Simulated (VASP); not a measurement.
# AgCl (P6_3mc) in VASP: notebook

AgCl is run at these levels: PBE; tasks: single point.

All numbers are computed with VASP 6.6.1; they aren't measurements. Logs are shortened: lines on timing, memory, paths and dates and some standing lists are left out, and cuts for length are marked.

**1. The cell of the first run**

Symmetry: P6_3mc, No. 186, hexagonal system. The conventional cell has a = 4.346 Å, b = 4.346 Å, c = 7.007 Å, α = 90.00°, β = 90.00°, γ = 120.00°. Within 3.5 Å of Ag (site symmetry 3m) lie 4 Cl at 2.65 to 2.66 Å. Cl (site symmetry 3m) has 4 Ag at 2.65 to 2.66 Å within 3.5 Å.

**2. Single point, PBE (volume changed by +3%)**

INCAR

```
SYSTEM = AgCl
ALGO     = Normal         ! electronic algorithm
EDIFF    = 1E-7           ! SCF threshold, eV
ENCUT    = 520            ! plane-wave cutoff, eV
GGA      = PE             ! functional
ISIF     = 2              ! what is computed and relaxed
ISMEAR   = 0              ! smearing method
LASPH    = .True.         ! aspherical terms in the spheres
LCHARG   = .False.        ! write CHGCAR
LREAL    = .False.        ! projectors in reciprocal space
LWAVE    = .False.        ! write WAVECAR
NBANDS   = 26             ! bands
NELM     = 60             ! most SCF steps
PREC     = Accurate       ! precision mode
SIGMA    = 0.01           ! smearing width, eV
```

KPOINTS

```
k-points
0
Gamma
  6 6 4
  0 0 0
```

POSCAR

```
AgCl
1.0
    4.3455345472      0.0000000000      0.0000000000
   -2.1727672736      3.7633433109      0.0000000000
    0.0000000000      0.0000000000      7.0072214997
Ag Cl
2 2
Direct
    0.3333333333      0.6666666667     -0.0023845080
    0.6666666667      0.3333333333      0.4976154920
    0.3333333333      0.6666666667      0.3773845080
    0.6666666667      0.3333333333      0.8773845080
```

Potentials or basis: VASP PAW PBE potentials, release 64 (Ag, Cl).

The run is started by

```sh
$ cat potpaw_PBE.64/Ag/POTCAR potpaw_PBE.64/Cl/POTCAR > POTCAR
$ mpirun -np 1 vasp_std > vasp.out
```

OUTCAR:

```text
SYSTEM = AgCl
   EDIFF = 1E-7
   ENCUT = 520
   GGA = PE
   ISIF = 2
   ISMEAR = 0
   LASPH = .True.
   LREAL = .False.
   NELM = 60
   PREC = Accurate

 ion  position               nearest neighbor table
   1  0.333  0.667  0.998-   4 2.65   4 2.65   4 2.65   3 2.66
   2  0.667  0.333  0.498-   3 2.65   3 2.65   3 2.65   4 2.66
   3  0.333  0.667  0.377-   2 2.65   2 2.65   2 2.65   1 2.66
   4  0.667  0.333  0.877-   1 2.65   1 2.65   1 2.65   2 2.66

  LATTYP: Found a hexagonal cell.
 ALAT       =     4.3455345472
 C/A-ratio  =     1.6125108254

  Lattice vectors:

 A1 = (   4.3455345472,   0.0000000000,   0.0000000000)
 A2 = (  -2.1727672736,   3.7633433109,   0.0000000000)
 A3 = (   0.0000000000,   0.0000000000,   7.0072214997)

Analysis of symmetry for initial positions (statically):
=====================================================================
 Subroutine PRICEL returns:
 Original cell was already a primitive cell.

 Routine SETGRP: Setting up the symmetry group for a
 hexagonal supercell.

 Subroutine GETGRP returns: Found 12 space group operations
 (whereof  6 operations were pure point group operations)
 out of a pool of 24 trial point group operations.

The static configuration has the point symmetry C_3v.
 The point group associated with its full space group is C_6v.

Analysis of symmetry for dynamics (positions and initial velocities):
=====================================================================
 Subroutine PRICEL returns:
 Original cell was already a primitive cell.

 Routine SETGRP: Setting up the symmetry group for a
 hexagonal supercell.

 Subroutine GETGRP returns: Found 12 space group operations
 (whereof  6 operations were pure point group operations)
 out of a pool of 24 trial point group operations.

The dynamic configuration has the point symmetry C_3v.
 The point group associated with its full space group is C_6v.

 Subroutine INISYM returns: Found 12 space group operations
 (whereof  6 operations are pure point group operations),
 and found     1 'primitive' translations

----------------------------------------------------------------------------------------

                                     Primitive cell

  volume of cell :     114.5943

  direct lattice vectors                    reciprocal lattice vectors
     4.345534547  0.000000000  0.000000000     0.230121286  0.132860587  0.000000000
    -2.172767274  3.763343311  0.000000000     0.000000000  0.265721173  0.000000000
     0.000000000  0.000000000  7.007221500     0.000000000  0.000000000  0.142709917

  length of vectors
     4.345534547  4.345534547  7.007221500     0.265721173  0.265721173  0.142709917

  position of ions in fractional coordinates (direct lattice)
     0.333333333  0.666666667  0.997615492
     0.666666667  0.333333333  0.497615492
     0.333333333  0.666666667  0.377384508
     0.666666667  0.333333333  0.877384508

  ion indices of the primitive-cell ions
   primitive index   ion index
                 1           1
                 2           2
                 3           3
                 4           4

----------------------------------------------------------------------------------------

 KPOINTS: k-points

Automatic generation of k-mesh.
 Grid dimensions read from file:
 generate k-points for:    6    6    4

 Generating k-lattice:

  Cartesian coordinates                     Fractional coordinates (reciprocal lattice)
     0.038353548  0.022143431  0.000000000     0.166666667 -0.000000000  0.000000000
     0.000000000  0.044286862  0.000000000     0.000000000  0.166666667  0.000000000
     0.000000000  0.000000000  0.035677479     0.000000000  0.000000000  0.250000000

  Length of vectors
     0.044286862  0.044286862  0.035677479

  Shift w.r.t. Gamma in fractional coordinates (k-lattice)
     0.000000000  0.000000000  0.000000000

 Subroutine IBZKPT returns following result:
 ===========================================

 Found     21 irreducible k-points:

 Following reciprocal coordinates:
            Coordinates               Weight
  0.000000  0.000000  0.000000      1.000000
  0.166667  0.000000  0.000000      6.000000
  0.333333  0.000000  0.000000      6.000000
  0.500000  0.000000  0.000000      3.000000
  0.166667  0.166667  0.000000      6.000000
  0.333333  0.166667  0.000000     12.000000
[... 13 lines left out ...]
  0.333333  0.166667  0.500000     12.000000
  0.333333  0.333333  0.500000      2.000000
   k-points           NKPTS =     21   k-points in BZ     NKDIM =     21   number of bands    NBANDS=     26
   number of dos      NEDOS =    301   number of ions     NIONS =      4
   total plane-waves  NPLWV =  55296
   dimension x,y,z NGX =    32 NGY =   32 NGZ =   54
   dimension x,y,z NGXF=    64 NGYF=   64 NGZF=  108
   ions per type =               2   2
   NGX,Y,Z   is equivalent  to a cutoff of  12.24, 12.24, 12.81 a.u.
   NGXF,Y,Z  is equivalent  to a cutoff of  24.48, 24.48, 25.62 a.u.
 SYSTEM =  AgCl
   PREC   = accura    normal or accurate (medium, high low for compatibility)
   ISTART =      0    job   : 0-new  1-cont  2-samecut
   ICHARG =      2    charge: 1-file 2-atom 10-const
   ISPIN  =      1    spin polarized calculation?
   LNONCOLLINEAR =      F non collinear calculations
   LSORBIT =      F    spin-orbit coupling
   LASPH  =      T    aspherical Exc in radial PAW
   ENCUT  =  520.0 eV  38.22 Ry    6.18 a.u.   8.08  8.08 13.03*2*pi/ulx,y,z
   NELM   =     60;   NELMIN=  2; NELMDL= -5     # of ELM steps
   EDIFF  = 0.1E-06   stopping-criterion for ELM
   LREAL  =      F    real-space projection
   EDIFFG = 0.1E-05   stopping-criterion for IOM
   NSW    =      0    number of steps for IOM
   IBRION =     -1    ionic relax: 0-MD 1-quasi-New 2-CG
   NFREE  =      0    steps in history (QN), initial steepest desc. (CG)
   ISIF   =      2    stress and relaxation
   ISYM   =      2    0-nonsym 1-usesym 2-fastsym
   POTIM  = 0.5000    time-step for ionic-motion
   TEBEG  =    0.0;   TEEND  =   0.0 temperature during run
   PSTRESS=    0.0 pullay stress
   NELECT =      36.0000    total number of electrons
   NUPDOWN=      -1.0000    fix difference up-down
   EMIN   =  10.00;   EMAX   =-10.00  energy-range for DOS
   EFERMI =   0.00;   METHOD = LEGACY
   ISMEAR =     0;   SIGMA  =   0.01  broadening in eV -4-tet -1-fermi 0-gaus
   EFERMI_NEDOS =   21; number of points for ismear=-14 and -15
   IALGO  =     38    algorithm
   IMIX   =      4    mixing-type and parameters
     AMIX     =   0.40;   BMIX     =  1.00
     AMIX_MAG =   1.60;   BMIX_MAG =  1.00
  volume/ion in A,a.u.               =      28.65       193.33
  Fermi-wavevector in a.u.,A,eV,Ry     =   1.112896  2.103069 16.851335  1.238538
  Thomas-Fermi vector in A             =   2.249475
   LORBIT       =      0    0 simple, 1 ext, 2 COOP (PROOUT), +10 PAW based schemes
   GGA     = PE    functional components
   LHFCALC =     F    Hartree Fock is set to
   AEXX    =    0.0000 exact exchange contribution
   IVDW    =     0    specifies the selected vdW correction
   LEPSILON=     F    determine dielectric tensor
   LRPA    =     F    only Hartree local field effects (RPA)
 non-spin polarized calculation
 Gauss-broadening in eV      SIGMA  =   0.01
  energy-cutoff  :      520.00
  volume of cell :      114.59
 maximum number of plane-waves:      3112
   NGX = 17   NGY = 17   NGZ = 27

 number of electron      35.9999997 magnetization

 Free energy of the ion-electron system (eV)
  ---------------------------------------------------
  ext. energy  EPLUGINS =         0.00000000
  ---------------------------------------------------
  free energy    TOTEN  =       -10.90267398 eV

  energy without entropy =      -10.90267398  energy(sigma->0) =      -10.90267398

 E-fermi :   1.1940     XC(G=0):  -8.2265

 val. band max:        1.1311059045   @ k =   0.0000   0.0000   0.0000
 cond. band min:       2.4701510397   @ k =   0.0000   0.0000   0.0000
 fundamental gap:      1.3390451351
 Fermi energy:         1.1940463727

 k-point     1 :       0.0000    0.0000    0.0000
  band No.  band energies     occupation
      1     -13.3978      2.00000
      2     -13.2441      2.00000
      3      -2.6184      2.00000
      4      -2.5940      2.00000
      5      -2.5940      2.00000
      6      -2.5306      2.00000
[... 18 lines left out ...]
     25       9.9104      0.00000
     26       9.9104      0.00000

 k-point     2 :       0.1667    0.0000    0.0000
  band No.  band energies     occupation
      1     -13.3651      2.00000
      2     -13.2296      2.00000
      3      -2.6654      2.00000
      4      -2.5448      2.00000
      5      -2.5259      2.00000
      6      -2.5163      2.00000
[... 18 lines left out ...]
     25       9.8810      0.00000
     26      10.1995      0.00000

 k-point     3 :       0.3333    0.0000    0.0000
  band No.  band energies     occupation
      1     -13.2936      2.00000
      2     -13.2056      2.00000
      3      -2.7450      2.00000
      4      -2.5930      2.00000
      5      -2.4489      2.00000
      6      -2.3642      2.00000
[... 18 lines left out ...]
     25      10.1099      0.00000
     26      10.8994      0.00000

 k-point     4 :       0.5000    0.0000    0.0000
  band No.  band energies     occupation
      1     -13.2502      2.00000
      2     -13.2007      2.00000
      3      -2.7272      2.00000
      4      -2.6673      2.00000
      5      -2.4036      2.00000
      6      -2.2856      2.00000
[... 18 lines left out ...]
     25      10.4343      0.00000
     26      11.1171      0.00000
[... 409 lines left out ...]
      1     -13.2610      2.00000
      2     -13.2610      2.00000
      3      -2.7621      2.00000
      4      -2.7621      2.00000
      5      -2.4514      2.00000
      6      -2.4514      2.00000
[... 18 lines left out ...]
     25      10.0240      0.00000
     26      10.0240      0.00000

 k-point    20 :       0.3333    0.1667    0.5000
  band No.  band energies     occupation
      1     -13.2245      2.00000
      2     -13.2245      2.00000
      3      -2.7567      2.00000
      4      -2.7567      2.00000
      5      -2.3886      2.00000
      6      -2.3886      2.00000
[... 18 lines left out ...]
     25      10.4418      0.00000
     26      10.4418      0.00000

 k-point    21 :       0.3333    0.3333    0.5000
  band No.  band energies     occupation
      1     -13.2125      2.00000
      2     -13.2125      2.00000
      3      -2.6526      2.00000
      4      -2.6526      2.00000
      5      -2.4506      2.00000
      6      -2.4506      2.00000
[... 18 lines left out ...]
     25      11.3616      0.00000
     26      11.3797      0.00000

------------------------ aborting loop because EDIFF is reached ----------------------------------------

  FORCE on cell =-STRESS in cart. coord.  units (eV):
  Direction    XX          YY          ZZ          XY          YZ          ZX
  --------------------------------------------------------------------------------------
  -------------------------------------------------------------------------------------
  Total       -0.6607942     -0.6607942     -0.6454667      0.0000000     -0.0000000      0.0000000
  in kB       -9.2387655     -9.2387655     -9.0244664      0.0000000     -0.0000000      0.0000000
  external PRESSURE =      -9.1673325 kB  Pullay stress =       0.0000000 kB

 VOLUME and BASIS-vectors are now :
 -----------------------------------------------------------------------------
  energy-cutoff  :      520.00
  volume of cell :      114.59
      direct lattice vectors                 reciprocal lattice vectors
     4.345534547  0.000000000  0.000000000     0.230121286  0.132860587  0.000000000
    -2.172767274  3.763343311  0.000000000     0.000000000  0.265721173  0.000000000
     0.000000000  0.000000000  7.007221500     0.000000000  0.000000000  0.142709917

 POSITION                                       TOTAL-FORCE (eV/Angst)
 -----------------------------------------------------------------------------------
     -0.00000      2.50890      6.99051         0.000000      0.000000      0.000268
      2.17277      1.25445      3.48690        -0.000000      0.000000      0.000268
     -0.00000      2.50890      2.64442         0.000000      0.000000     -0.000268
      2.17277      1.25445      6.14803        -0.000000      0.000000     -0.000268
 -----------------------------------------------------------------------------------
    total drift:                               -0.000000      0.000000      0.000727

  FREE ENERGIE OF THE ION-ELECTRON SYSTEM (eV)
  ---------------------------------------------------
  free  energy   TOTEN  =       -10.9026739786 eV

  energy  without entropy=      -10.9026739786  energy(sigma->0) =      -10.90267398
```

Wall time 26 s (1 thread of Intel Xeon 6975P-C (Granite Rapids), shared host); peak memory 0.24 GiB.

Results:

```yaml
Free_energy: -10.9027 eV
Pressure: -0.9 GPa
Band_gap_on_the_k_mesh: 1.34 eV, direct
```

Levels at points of the mesh, in eV from the valence-band top:
| k point | band 14 | band 15 | band 16 | band 17 | band 18 | band 19 | band 20 | band 21 | band 22 | band 23 |
| --- | --- | --- | --- | --- | --- | --- | --- | --- | --- | --- |
| (0.00, 0.00, 0.00) | -0.49 | -0.49 | -0.11 | 0.00 | 0.00 | 1.34 | 3.57 | 6.71 | 8.04 | 8.04 |
| (0.50, 0.00, 0.00) | -1.70 | -1.37 | -1.24 | -0.59 | -0.54 | 3.91 | 5.08 | 5.91 | 6.12 | 7.98 |
| (0.00, 0.00, 0.50) | -0.99 | -0.25 | -0.25 | -0.25 | -0.25 | 2.73 | 2.73 | 6.87 | 6.87 | 8.24 |
| (0.50, 0.00, 0.50) | -1.74 | -0.87 | -0.87 | -0.83 | -0.83 | 4.33 | 4.33 | 6.05 | 6.05 | 7.95 |

(Continued in part 2 of 2.)
